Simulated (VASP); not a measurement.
Y, 1 atom in the cell. It takes space group Im-3m (No. 229, cubic). Conventional cell: a = 4.042 Å, b = 4.042 Å, c = 4.042 Å, α = 90.00°, β = 90.00°, γ = 90.00°. Within 4.6 Å of Y (site symmetry m-3m) lie 14 Y at 3.50 to 4.04 Å. This isn't the form of Y at room conditions, which is hcp.

* Program: VASP 6.6.1
* Task: single point
* Functional: PBE
* Potentials or basis: VASP PAW PBE potentials, release 64 (Y_sv)
* Cutoff: 520 eV
* k mesh: 11 × 11 × 11
* Occupations: fermi-dirac, width 0.05 eV
* Spin: collinear spin
* Starting moments: [1.0] μB
* Dipole correction: no
* Further INCAR settings: ALGO = Normal; EDIFF = 1e-07; NBANDS = 16

Potentials or basis: VASP PAW PBE potentials, release 64 (Y_sv).

Launch:

```sh
$ cat potpaw_PBE.64/Y_sv/POTCAR > POTCAR
$ mpirun -np 1 vasp_std > vasp.out
```

Hardware: 1 thread of Intel(R) Xeon(R) 6975P-C (Granite Rapids), on a shared host.

**Question.** How long does it take, and how much memory?

**Answer.** It took 50 s on 1 thread of Intel(R) Xeon(R) 6975P-C (Granite Rapids), with other jobs on the host, peak memory 0.21 GiB. Counts: scf iterations 25, k points 56.
